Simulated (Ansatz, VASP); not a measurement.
**Two plane-wave programs on BiTe**

```
CELL_PARAMETERS angstrom
4.57254 0.00000 0.00000
-2.28627 3.95994 0.00000
2.28627 1.31998 3.73346
ATOMIC_POSITIONS crystal
Bi 0.00000 0.00000 0.00000
Te 0.00000 0.50000 0.50000
```

Alike in both runs: task single point; functional r2SCAN; k mesh 9 × 9 × 9; occupations gaussian, width 0.1 eV; no spin polarisation.

|  | VASP | Ansatz |
| --- | --- | --- |
| version | VASP 6.6.1 | Ansatz 0.2.0 |
| potentials or method | VASP PAW PBE potentials, release 64 (Bi_d, Te), cutoff 520 eV | scalar-relativistic, plane waves, PAW |
| valence electrons in the cell | 21 | 31 |

|  | VASP | Ansatz | Ansatz less VASP |
| --- | --- | --- | --- |
| gap on the k mesh at the Fermi level (eV) | none | none | - |
| pressure (GPa) | 0.0 | 0.1 | +0.03 |

VASP's potentials were made for PBE, not for r2SCAN. A gap of «none» marks a metal or a gap that the smearing closes. VASP's potentials hold 21 valence electrons a cell and Ansatz's 31, so a difference there can come from the potentials and not from the codes.

Neither program's run includes spin-orbit coupling.
